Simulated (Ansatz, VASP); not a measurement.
**CoSi2: VASP beside Ansatz**

```xyz
3
Lattice="0.0000 2.6563 2.6563 2.6563 0.0000 2.6563 2.6563 2.6563 0.0000" Properties=species:S:1:pos:R:3 pbc="T T T"
Co    0.0000    0.0000    0.0000
Si    1.2848    1.2848    1.2848
Si    4.0277    4.0277    4.0277
```

Change from the starting cell: mode 4 (341.3 1/cm) frozen in, largest displacement -0.075 Å.

Alike in both runs: task single point; functional PBEsol; k mesh 16 × 16 × 16; occupations gaussian, width 0.15 eV; no spin polarisation.

|  | VASP | Ansatz |
| --- | --- | --- |
| version | VASP 6.6.1 | Ansatz 0.2.0 |
| potentials or method | VASP PAW PBE potentials, release 64 (Co, Si), cutoff 520 eV | scalar-relativistic, plane waves, PAW |
| valence electrons in the cell | 17 | 25 |

```tsv
	VASP	Ansatz	Ansatz less VASP
gap on the k mesh at the Fermi level (eV)	none	none	-
pressure (GPa)	1.0	1.0	-0.03
traceless stress, the component that is largest in VASP (GPa)	3.83	3.80	-0.030
rms of the force components (eV/Å)	0.456	0.453	-0.0023
```

VASP's potentials were made for PBE, not for PBEsol. Atom by atom the forces differ by 0.002 eV/Å (rms over components). A gap of «none» marks a metal or a gap that the smearing closes. VASP's potentials hold 17 valence electrons a cell and Ansatz's 25, so a difference there can come from the potentials and not from the codes.
